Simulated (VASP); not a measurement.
The system is Au.

```
Au
1.0
     3.31782    0.00000    0.00000
     0.00000    3.31782    0.00000
     0.00000    0.00000    3.23528
Au
2
Cartesian
  0.0000 0.0000 0.0000
  1.6589 1.6589 1.6176
```

This cell differs from its parent crystal: uniaxial strain along c: -2.0 %.

Base run:

* Program: VASP 6.6.1
* Functional: PBE
* Potentials or basis: VASP PAW PBE potentials, release 64 (Au)
* Cutoff: 520 eV
* k mesh: 12 × 12 × 12
* Occupations: gaussian, width 0.1 eV
* Spin: no spin polarisation

Its results: band gap on the k mesh zero (band 11 reaches 11.68 eV, above the bottom of band 12 at 6.76 eV); pressure 1.4 GPa.

Q: The run is repeated on the same cell with these changes: potentials or basis from VASP PAW PBE potentials, release 64 (Au) to VASP PAW PBE potentials, release 64 (Au_sv_GW); cutoff from 520 eV to 500 eV; further incar settings from ALGO = Normal; EDIFF = 1e-06; NBANDS = 18 to ALGO = Normal; EDIFF = 1e-06; NBANDS = 26; valence electrons from 22 to 38. What comes out?

A: Band gap on the k mesh zero (band 19 reaches 11.07 eV, above the bottom of band 20 at 6.14 eV); pressure -0.2 GPa.

Caveats: spin-orbit coupling is left out, which moves the levels of the heavy elements.
